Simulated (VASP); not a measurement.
Set up this calculation in VASP 6.6.1, as the native input.

| Item | Value |
| --- | --- |
| Task | single point |
| Functional | PBE |
| Potentials or basis | VASP PAW PBE potentials, release 64 (Hf_pv) |
| Cutoff | 520 eV |
| k mesh | 20 × 20 × 20 |
| Occupations | fermi-dirac, width 0.08 eV |
| Spin | no spin polarisation |
| Dipole correction | no |
| Further INCAR settings | ALGO = Normal; EDIFF = 1e-06; NBANDS = 11 |

The structure of Hf lies in POSCAR:

```
Hf
1.0
    0.0000000000      1.6755840865      1.6755840865
    1.6755840865      0.0000000000      1.6755840865
    1.6755840865      1.6755840865      0.0000000000
Hf
1
Direct
    0.0000000000      0.0000000000      0.0000000000
```

One way to write it, as run:

INCAR

```
PREC     = Accurate       # precision mode
ENCUT    = 520            # plane-wave cutoff, eV
EDIFF    = 1E-6           # SCF threshold, eV
ISMEAR   = -1             # smearing method
SIGMA    = 0.08           # smearing width, eV
LREAL    = False          # projectors in reciprocal space
LASPH    = True           # aspherical terms in the spheres
NELM     = 60             # most SCF steps
ALGO     = Normal         # electronic algorithm
ISIF     = 2              # what is computed and relaxed
LWAVE    = False          # write WAVECAR
LCHARG   = False          # write CHGCAR
GGA      = PE             # functional
NBANDS   = 11             # bands
```

KPOINTS

```
Automatic mesh
0
Gamma
  20 20 20
```

Potentials or basis: VASP PAW PBE potentials, release 64 (Hf_pv).

Command:

```console
$ cat potpaw_PBE.64/Hf_pv/POTCAR > POTCAR
$ mpirun -np 1 vasp_std > vasp.out
```

Results of the run:

```
Pressure               : 420.0 GPa
Band gap on the k mesh : zero (band 5 reaches 14.34 eV, above the bottom of band 6 at 12.20 eV)
```

Caveat: spin-orbit coupling is left out, which moves the levels of the heavy elements.

It took 35 s on 1 thread of Intel Xeon 8259CL, with other jobs on the host, peak memory 0.14 GiB.
